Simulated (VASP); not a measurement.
# CaS3 (I4/mmm) in VASP: a series of runs

Runs on CaS3. Level: PBE. Tasks: single point, relaxation of cell and atoms.

Program: VASP 6.6.1. These are calculated values, not measurements. Logs are shortened: lines on timing, memory, paths and dates and some standing lists are left out, and cuts for length are marked.

## (1) The cell of the first run

The structure is tetragonal, space group I4/mmm (No. 139). The conventional cell has a = 3.817 Å, b = 3.817 Å, c = 10.739 Å, α = 90.00°, β = 90.00°, γ = 90.00°. Within 3.6 Å of Ca (site symmetry 4/mmm) lie 12 S at 2.70 to 3.29 Å. Within 3.6 Å of S (site symmetry 4/mmm) lie 4 Ca at 2.70 Å and 8 S at 3.29 Å. Within 3.6 Å of S (site symmetry -4m2) lie 8 S at 2.70 to 3.29 Å and 4 Ca at 3.29 Å.

## (2) Single point, PBE

Input file INCAR:

```
SYSTEM = CaS3
ALGO     = Normal         ! electronic algorithm
EDIFF    = 1E-6           ! SCF threshold, eV
ENCUT    = 520            ! plane-wave cutoff, eV
GGA      = PE             ! functional
ISIF     = 2              ! what is computed and relaxed
ISMEAR   = 0              ! smearing method
LASPH    = .True.         ! aspherical terms in the spheres
LCHARG   = .False.        ! write CHGCAR
LREAL    = .False.        ! projectors in reciprocal space
LWAVE    = .False.        ! write WAVECAR
NBANDS   = 22             ! bands
NELM     = 60             ! most SCF steps
PREC     = Accurate       ! precision mode
SIGMA    = 0.1            ! smearing width, eV
```

Input file KPOINTS:

```
k-points
0
Gamma
  6 6 6
  0 0 0
```

Input file POSCAR:

```
CaS3
1.0
   -1.9085169034      1.9085169034      5.3695414514
    1.9085169034     -1.9085169034      5.3695414514
    1.9085169034      1.9085169034     -5.3695414514
Ca S
1 3
Direct
    0.0000000000      0.0000000000      0.0000000000
    0.5000000000      0.5000000000      0.0000000000
    0.2500000000      0.7500000000      0.5000000000
    0.7500000000      0.2500000000      0.5000000000
```

Potentials or basis: VASP PAW PBE potentials, release 64 (Ca_sv, S).

Started as:

```bash
> cat potpaw_PBE.64/Ca_sv/POTCAR potpaw_PBE.64/S/POTCAR > POTCAR
> mpirun -np 1 vasp_std > vasp.out
```

OUTCAR:

```text
SYSTEM = CaS3
   EDIFF = 1E-6
   ENCUT = 520
   GGA = PE
   ISIF = 2
   ISMEAR = 0
   LASPH = .True.
   LREAL = .False.
   NELM = 60
   PREC = Accurate

 ion  position               nearest neighbor table
   1  0.000  0.000  0.000-   2 2.70   2 2.70   2 2.70   2 2.70
   2  0.500  0.500  0.000-   1 2.70   1 2.70   1 2.70   1 2.70
   3  0.250  0.750  0.500-   4 2.70   4 2.70   4 2.70   4 2.70
   4  0.750  0.250  0.500-   3 2.70   3 2.70   3 2.70   3 2.70

  LATTYP: Found a body centered tetragonal cell.
 ALAT       =     3.8170338068
 C/A-ratio  =     2.8134628736

  Lattice vectors:

 A1 = (  -1.9085169034,   1.9085169034,   5.3695414514)
 A2 = (   1.9085169034,  -1.9085169034,   5.3695414514)
 A3 = (   1.9085169034,   1.9085169034,  -5.3695414514)

Analysis of symmetry for initial positions (statically):
=====================================================================
 Subroutine PRICEL returns:
 Original cell was already a primitive cell.

 Routine SETGRP: Setting up the symmetry group for a
 body centered tetragonal supercell.

 Subroutine GETGRP returns: Found 16 space group operations
 (whereof 16 operations were pure point group operations)
 out of a pool of 16 trial point group operations.

The static configuration has the point symmetry D_4h.

Analysis of symmetry for dynamics (positions and initial velocities):
=====================================================================
 Subroutine PRICEL returns:
 Original cell was already a primitive cell.

 Routine SETGRP: Setting up the symmetry group for a
 body centered tetragonal supercell.

 Subroutine GETGRP returns: Found 16 space group operations
 (whereof 16 operations were pure point group operations)
 out of a pool of 16 trial point group operations.

The dynamic configuration has the point symmetry D_4h.

 Subroutine INISYM returns: Found 16 space group operations
 (whereof 16 operations are pure point group operations),
 and found     1 'primitive' translations

----------------------------------------------------------------------------------------

                                     Primitive cell

  volume of cell :      78.2329

  direct lattice vectors                    reciprocal lattice vectors
    -1.908516903  1.908516903  5.369541451     0.000000000  0.261983532  0.093117821
     1.908516903 -1.908516903  5.369541451     0.261983532  0.000000000  0.093117821
     1.908516903  1.908516903 -5.369541451     0.261983532  0.261983532  0.000000000

  length of vectors
     6.009729523  6.009729523  6.009729523     0.278040105  0.278040105  0.370500665

  position of ions in fractional coordinates (direct lattice)
     0.000000000  0.000000000  0.000000000
     0.500000000  0.500000000  0.000000000
     0.250000000  0.750000000  0.500000000
     0.750000000  0.250000000  0.500000000

  ion indices of the primitive-cell ions
   primitive index   ion index
                 1           1
                 2           2
                 3           3
                 4           4

----------------------------------------------------------------------------------------

 KPOINTS: k-points

Automatic generation of k-mesh.
 Grid dimensions read from file:
 generate k-points for:    6    6    6

 Generating k-lattice:

  Cartesian coordinates                     Fractional coordinates (reciprocal lattice)
     0.000000000  0.043663922  0.015519637     0.166666667 -0.000000000  0.000000000
     0.043663922  0.000000000  0.015519637    -0.000000000  0.166666667  0.000000000
     0.043663922  0.043663922  0.000000000     0.000000000  0.000000000  0.166666667

  Length of vectors
     0.046340017  0.046340017  0.061750111

  Shift w.r.t. Gamma in fractional coordinates (k-lattice)
     0.000000000  0.000000000  0.000000000

 Subroutine IBZKPT returns following result:
 ===========================================

 Found     30 irreducible k-points:

 Following reciprocal coordinates:
            Coordinates               Weight
  0.000000  0.000000  0.000000      1.000000
  0.166667 -0.000000  0.000000      8.000000
  0.333333 -0.000000  0.000000      8.000000
  0.500000  0.000000  0.000000      4.000000
  0.166667  0.166667  0.000000      8.000000
  0.333333  0.166667  0.000000     16.000000
[... 16 lines left out ...]
 -0.333333 -0.333333  0.166667      8.000000
 -0.166667 -0.333333  0.166667      8.000000
 [... further k-points ...]
   k-points           NKPTS =     30   k-points in BZ     NKDIM =     30   number of bands    NBANDS=     22
   number of dos      NEDOS =    301   number of ions     NIONS =      4
   total plane-waves  NPLWV = 110592
   dimension x,y,z NGX =    48 NGY =   48 NGZ =   48
   dimension x,y,z NGXF=    96 NGYF=   96 NGZF=   96
   ions per type =               1   3
   NGX,Y,Z   is equivalent  to a cutoff of  13.28, 13.28, 13.28 a.u.
   NGXF,Y,Z  is equivalent  to a cutoff of  26.56, 26.56, 26.56 a.u.
 SYSTEM =  CaS3
   PREC   = accura    normal or accurate (medium, high low for compatibility)
   ISTART =      0    job   : 0-new  1-cont  2-samecut
   ICHARG =      2    charge: 1-file 2-atom 10-const
   ISPIN  =      1    spin polarized calculation?
   LNONCOLLINEAR =      F non collinear calculations
   LSORBIT =      F    spin-orbit coupling
   LASPH  =      T    aspherical Exc in radial PAW
   ENCUT  =  520.0 eV  38.22 Ry    6.18 a.u.  11.17 11.17 11.17*2*pi/ulx,y,z
   NELM   =     60;   NELMIN=  2; NELMDL= -5     # of ELM steps
   EDIFF  = 0.1E-05   stopping-criterion for ELM
   LREAL  =      F    real-space projection
   EDIFFG = 0.1E-04   stopping-criterion for IOM
   NSW    =      0    number of steps for IOM
   IBRION =     -1    ionic relax: 0-MD 1-quasi-New 2-CG
   NFREE  =      0    steps in history (QN), initial steepest desc. (CG)
   ISIF   =      2    stress and relaxation
   ISYM   =      2    0-nonsym 1-usesym 2-fastsym
   POTIM  = 0.5000    time-step for ionic-motion
   TEBEG  =    0.0;   TEEND  =   0.0 temperature during run
   PSTRESS=    0.0 pullay stress
   NELECT =      28.0000    total number of electrons
   NUPDOWN=      -1.0000    fix difference up-down
   EMIN   =  10.00;   EMAX   =-10.00  energy-range for DOS
   EFERMI =   0.00;   METHOD = LEGACY
   ISMEAR =     0;   SIGMA  =   0.10  broadening in eV -4-tet -1-fermi 0-gaus
   EFERMI_NEDOS =   21; number of points for ismear=-14 and -15
   IALGO  =     38    algorithm
   IMIX   =      4    mixing-type and parameters
     AMIX     =   0.40;   BMIX     =  1.00
     AMIX_MAG =   1.60;   BMIX_MAG =  1.00
  volume/ion in A,a.u.               =      19.56       131.99
  Fermi-wavevector in a.u.,A,eV,Ry     =   1.162334  2.196494 18.381761  1.351021
  Thomas-Fermi vector in A             =   2.298897
   LORBIT       =      0    0 simple, 1 ext, 2 COOP (PROOUT), +10 PAW based schemes
   GGA     = PE    functional components
   LHFCALC =     F    Hartree Fock is set to
   AEXX    =    0.0000 exact exchange contribution
   IVDW    =     0    specifies the selected vdW correction
   LEPSILON=     F    determine dielectric tensor
   LRPA    =     F    only Hartree local field effects (RPA)
 non-spin polarized calculation
 Gauss-broadening in eV      SIGMA  =   0.10
  energy-cutoff  :      520.00
  volume of cell :       78.23
 maximum number of plane-waves:      2140
 NGX is ok and might be reduce to    48
   NGX = 23   NGY = 23   NGZ = 23

 number of electron      27.9999999 magnetization

 Free energy of the ion-electron system (eV)
  ---------------------------------------------------
  ext. energy  EPLUGINS =         0.00000000
  ---------------------------------------------------
  free energy    TOTEN  =       -16.16125114 eV

  energy without entropy =      -16.14987349  energy(sigma->0) =      -16.15556231

 E-fermi :   4.6007     XC(G=0): -10.1092

 val. band max:        4.5973753988   @ k =  -0.1667  -0.3333   0.1667
 cond. band min:       4.7120518631   @ k =   0.5000   0.5000   0.0000
 fundamental gap:      0.1146764644
 Fermi energy:         4.6007249540

 k-point     1 :       0.0000    0.0000    0.0000
  band No.  band energies     occupation
      1     -34.8391      2.00000
      2     -15.9558      2.00000
      3     -15.8315      2.00000
      4     -15.8315      2.00000
      5      -9.7973      2.00000
      6      -6.8505      2.00000
[... 14 lines left out ...]
     21       9.9852      0.00000
     22      10.2675      0.00000

 k-point     2 :       0.1667   -0.0000    0.0000
  band No.  band energies     occupation
      1     -34.8369      2.00000
      2     -15.9530      2.00000
      3     -15.8791      2.00000
      4     -15.8261      2.00000
      5      -9.5622      2.00000
      6      -6.7525      2.00000
[... 14 lines left out ...]
     21      10.2627      0.00000
     22      10.7985      0.00000

 k-point     3 :       0.3333   -0.0000    0.0000
  band No.  band energies     occupation
      1     -34.8326      2.00000
      2     -15.9718      2.00000
      3     -15.9470      2.00000
      4     -15.8152      2.00000
      5      -8.8938      2.00000
      6      -6.7314      2.00000
[... 14 lines left out ...]
     21      11.7009      0.00000
     22      12.1550      0.00000

 k-point     4 :       0.5000    0.0000    0.0000
  band No.  band energies     occupation
      1     -34.8304      2.00000
      2     -16.0167      2.00000
      3     -15.9440      2.00000
      4     -15.8098      2.00000
      5      -7.9189      2.00000
      6      -7.8489      2.00000
[... 14 lines left out ...]
     21      11.2204      0.00000
     22      13.2023      0.00000

 k-point     5 :       0.1667    0.1667    0.0000
  band No.  band energies     occupation
      1     -34.8348      2.00000
      2     -15.9512      2.00000
      3     -15.8804      2.00000
      4     -15.8607      2.00000
      5      -9.3176      2.00000
      6      -6.7348      2.00000
[... 417 lines left out ...]
 k-point    22 :      -0.1667    0.5000    0.1667
  band No.  band energies     occupation
      1     -34.8325      2.00000
      2     -15.9717      2.00000
      3     -15.9502      2.00000
      4     -15.8153      2.00000
      5      -8.8104      2.00000
      6      -6.8872      2.00000
[... 14 lines left out ...]
     21      11.7524      0.00000
     22      11.9881      0.00000

 k-point    23 :      -0.3333   -0.3333    0.1667
  band No.  band energies     occupation
      1     -34.8347      2.00000
      2     -15.9561      2.00000
      3     -15.8801      2.00000
      4     -15.8611      2.00000
      5      -9.2227      2.00000
      6      -6.9191      2.00000
[... 14 lines left out ...]
     21      10.3286      0.00000
     22      11.2102      0.00000

 k-point    24 :      -0.1667   -0.3333    0.1667
  band No.  band energies     occupation
      1     -34.8369      2.00000
      2     -15.9581      2.00000
      3     -15.8791      2.00000
      4     -15.8262      2.00000
      5      -9.4780      2.00000
      6      -6.9250      2.00000
[... 14 lines left out ...]
     21      10.2413      0.00000
     22      10.6849      0.00000

 [... further k-points ...]
[... 5 lines left out ...]
  --------------------------------------------------------------------------------------
  -------------------------------------------------------------------------------------
  Total        0.0610769      0.0610769      0.1283582      0.0000000      0.0000000      0.0000000
  in kB        1.2508303      1.2508303      2.6287247      0.0000000      0.0000000      0.0000000
  external PRESSURE =       1.7101285 kB  Pullay stress =       0.0000000 kB

 VOLUME and BASIS-vectors are now :
 -----------------------------------------------------------------------------
  energy-cutoff  :      520.00
  volume of cell :       78.23
      direct lattice vectors                 reciprocal lattice vectors
    -1.908516903  1.908516903  5.369541451     0.000000000  0.261983532  0.093117821
     1.908516903 -1.908516903  5.369541451     0.261983532  0.000000000  0.093117821
     1.908516903  1.908516903 -5.369541451     0.261983532  0.261983532  0.000000000

 POSITION                                       TOTAL-FORCE (eV/Angst)
 -----------------------------------------------------------------------------------
      0.00000      0.00000      0.00000        -0.000000     -0.000000      0.000000
      0.00000      0.00000      5.36954        -0.000000     -0.000000      0.000000
      1.90852     -0.00000      2.68477        -0.000000      0.000000     -0.000000
     -0.00000      1.90852      2.68477         0.000000     -0.000000      0.000000
 -----------------------------------------------------------------------------------
    total drift:                                0.000000     -0.000000      0.000000

  FREE ENERGIE OF THE ION-ELECTRON SYSTEM (eV)
  ---------------------------------------------------
  free  energy   TOTEN  =       -16.1612511364 eV

  energy  without entropy=      -16.1498734851  energy(sigma->0) =      -16.15556231
```

Run time: 63 s. Hardware: 1 thread of AMD EPYC 9R45 (Zen 5), shared host; peak memory 0.3 GiB.

What came out:

```
Free energy            : -16.1613 eV
Pressure               : 0.2 GPa
Band gap on the k mesh : zero (band 14 reaches 5.21 eV, above the bottom of band 15 at 3.41 eV)
```

Stress tensor (GPa, compression positive):
```
0.13 0.00 0.00
0.00 0.13 0.00
0.00 0.00 0.26
```

Caveat: the k points lie up to 0.39 Å⁻¹ apart.

## (3) Relaxation of cell and atoms, PBE

This run uses another cell than the first one, of 22.93 Å³/atom, 1.173 times its volume.

Input file INCAR:

```
PREC = Accurate ; ENCUT = 600
EDIFF = 1E-6 ; ISMEAR = 0
SIGMA = 0.1 ; LREAL = F
LASPH = T ; NELM = 80
ALGO = Normal ; ISIF = 3
LWAVE = F ; LCHARG = F
GGA = PE ; IBRION = 2
NSW = 90 ; EDIFFG = -0.04
```

Input file KPOINTS:

```
Automatic mesh
0
Gamma
  6 6 6
```

Input file POSCAR:

```
CaS3
1.0
   -2.1734271675      2.1734271675      4.8549282184
    2.1734271675     -2.1734271675      4.8549282184
    2.1734271675      2.1734271675     -4.8549282184
Ca S
1 3
Direct
    0.0000000000      0.0000000000      0.0000000000
    0.5000000000      0.5000000000      0.0000000000
    0.2500000000      0.7500000000      0.5000000000
    0.7500000000      0.2500000000      0.5000000000
```

Potentials or basis: VASP PAW PBE potentials, release 64 (Ca_sv, S).

Started as:

```bash
> cat potpaw_PBE.64/Ca_sv/POTCAR potpaw_PBE.64/S/POTCAR > POTCAR
> mpirun -np 1 vasp_std > vasp.out
```

Run time: 6.7 min. Hardware: 1 thread of AMD EPYC 9R45 (Zen 5), shared host; peak memory 0.34 GiB.

It converged, with:

- Free energy: -16.1618 eV
- Relaxed volume: 19.62 Å³/atom
- Relaxed cell: a = 6.012 Å, b = 6.012 Å, c = 6.012 Å, α = 142.91°, β = 142.91°, γ = 53.45°
- Space group after relaxing (to 0.05 Å): I4/mmm (No. 139)
- Energy gained by relaxing: 229.6 meV/atom
- Ionic steps: 10
- Pressure after relaxing: 0.0 GPa
- Band gap on the k mesh: zero (band 14 reaches 5.17 eV, above the bottom of band 15 at 3.38 eV)

Stress tensor (GPa, compression positive):
```
-0.17  0.00  0.00
 0.00 -0.17  0.00
 0.00  0.00  0.21
```

Step by step:
| step | energy change (eV) | largest force (eV/Å) | pressure (GPa) | volume (Å³) |
| --- | --- | --- | --- | --- |
| 1 | 0.0000 | 0.0000 | -8.12 | 91.73 |
| 2 | -0.6410 | 0.0000 | -1.37 | 77.08 |
| 3 | -0.6756 | 0.0000 | 1.28 | 73.98 |
| 4 | -0.6760 | 0.0000 | 1.59 | 73.64 |
| 5 | -0.7848 | 0.0000 | 1.84 | 73.89 |
| 6 | -0.8278 | 0.0000 | 5.20 | 73.91 |
| 7 | -0.8730 | 0.0000 | 3.20 | 74.02 |
| 8 | -0.9119 | 0.0000 | -1.13 | 79.74 |
| 9 | -0.9156 | 0.0000 | -0.24 | 78.36 |
| 10 | -0.9184 | 0.0000 | -0.05 | 78.50 |

Final structure:
```
Ca S
1.0
    -1.91179    1.91179    5.36939
     1.91179   -1.91179    5.36939
     1.91179    1.91179   -5.36939
Ca S
1 3
Direct
  0.00000 0.00000 0.00000
  0.50000 0.50000 0.00000
  0.25000 0.75000 0.50000
  0.75000 0.25000 0.50000
```

Levels at points of the mesh, in eV from the Fermi level:
```csv
k point,band 12,band 13,band 14,band 15,band 16,band 17
"(0.00, 0.00, 0.00)",-0.89,-0.65,0.61,2.28,2.28,3.75
"(0.50, 0.00, 0.00)",-1.70,-1.52,-1.33,-1.19,0.64,5.45
"(0.50, 0.50, 0.00)",-1.98,-0.91,0.11,3.41,3.43,4.07
"(0.50, 0.50, 0.50)",-0.57,-0.57,-0.06,2.19,2.19,2.57
```
